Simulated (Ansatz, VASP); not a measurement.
# Two plane-wave programs on PbSe

```
Pb Se
1.0
     3.78432    0.00000    0.00000
     0.00000    3.78432    0.00000
     0.00000    0.00000    3.78432
Pb Se
1 1
Direct
  0.00000 0.00000 0.00000
  0.50000 0.50000 0.50000
```

Alike in both runs: functional HSE06; k mesh 4 × 4 × 4; occupations fermi-dirac, width 0.05 eV; no spin polarisation.

|  | VASP | Ansatz |
| --- | --- | --- |
| version | VASP 6.6.1 | Ansatz 0.2.0 |
| potentials or method | VASP PAW PBE potentials, release 64 (Pb_d, Se) | Ansatz PAW |
| plane-wave cutoff (eV) | 520 | 420 |
| valence electrons in the cell | 20 | 30 |
| task | single point | band structure |

Ansatz gave:

* gap on the k mesh at the Fermi level (eV): none
* pressure (GPa): -1.0

Which values does VASP return?

gap on the k mesh at the Fermi level (eV): none; pressure (GPa): -1.1.

A gap of «none» marks a metal or a gap that the smearing closes. With one functional, cell and mesh, what is left measures potentials, basis and numerics. VASP's potentials hold 20 valence electrons a cell and Ansatz's 30, so a difference there can come from the potentials and not from the codes.

The k mesh is coarse, so the values compare programs but aren't converged. Spin-orbit coupling is off throughout.
